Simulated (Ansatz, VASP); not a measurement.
# Two plane-wave programs on Se

```
CELL_PARAMETERS angstrom
3.58599 0.00000 0.00000
-1.79300 3.10556 0.00000
0.00000 0.00000 3.79096
ATOMIC_POSITIONS crystal
Se 0.33333 0.66667 0.25000
Se 0.66667 0.33333 0.75000
```

Alike in both runs: functional PBEsol; k mesh 15 × 15 × 12; occupations gaussian, width 0.1 eV; no spin polarisation.

Ansatz relaxed the structure, and its values are those at the end. VASP's run is a single point on that final structure, the one shown.

|  | VASP | Ansatz |
| --- | --- | --- |
| version | VASP 6.6.1 | Ansatz 0.2.0 |
| potentials or method | VASP PAW PBE potentials, release 64 (Se), cutoff 520 eV | scalar-relativistic, plane waves, PAW |
| valence electrons in the cell | 12 | 32 |

```csv
,VASP,Ansatz,Ansatz less VASP
gap on the k mesh at the Fermi level (eV),none,none,-
pressure (GPa),0.1,0.0,-0.10
```

VASP's potentials were made for PBE, not for PBEsol. A gap of «none» marks a metal or a gap that the smearing closes. VASP's potentials hold 12 valence electrons a cell and Ansatz's 32, so a difference there can come from the potentials and not from the codes.
